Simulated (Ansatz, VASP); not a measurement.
**Two plane-wave programs on MnO2**

```
Mn O
1.0
     9.26400    0.00000    0.00000
     0.00000    2.85900    0.00000
     0.00000    0.00000    4.51300
Mn O
4 8
Direct
  0.13900 0.25000 0.02900
  0.86100 0.75000 0.97100
  0.36100 0.75000 0.52900
  0.63900 0.25000 0.47100
  0.79100 0.25000 0.21500
  0.20900 0.75000 0.78500
  0.70900 0.75000 0.71500
  0.29100 0.25000 0.28500
  0.94500 0.25000 0.72300
  0.05500 0.75000 0.27700
  0.55500 0.75000 0.22300
  0.44500 0.25000 0.77700
```

Alike in both runs: task single point; functional PBE; k mesh 2 × 6 × 4; occupations gaussian, width 0.05 eV; collinear spin; Hubbard terms Mn d U = 3.9 eV.

|  | VASP | Ansatz |
| --- | --- | --- |
| version | VASP 6.6.1 | Ansatz 0.2.0 |
| potentials or method | VASP PAW PBE potentials, release 64 (Mn_pv, O), cutoff 520 eV | scalar-relativistic, plane waves, PAW |
| valence electrons in the cell | 100 | 108 |

VASP gave:

| Quantity | Value |
| --- | --- |
| gap on the k mesh at the Fermi level (eV) | 0.64 |
| least direct gap on the mesh (eV) | 0.64 |
| pressure (GPa) | 0.3 |
| traceless stress, the component that is largest in VASP (GPa) | -11.96 |
| rms of the force components (eV/Å) | 1.310 |
| net moment per atom (μB) | 1.00 |
| size of the moment on the site where the two differ most (μB) | 3.28 |

Task: Which values does Ansatz return?

Result: gap on the k mesh at the Fermi level (eV): 0.54; least direct gap on the mesh (eV): 0.56; pressure (GPa): 0.2; traceless stress, the component that is largest in VASP (GPa): -12.19; rms of the force components (eV/Å): 1.299; net moment per atom (μB): 1.00; size of the moment on the site where the two differ most (μB): 2.81.

Site moments also hang on the region over which each program counts them. The programs project onto different local orbitals, so the same U acts differently, and such runs can settle in different states. Atom by atom the forces differ by 0.032 eV/Å (rms over components). VASP's potentials hold 100 valence electrons a cell and Ansatz's 108, so a difference there can come from the potentials and not from the codes.
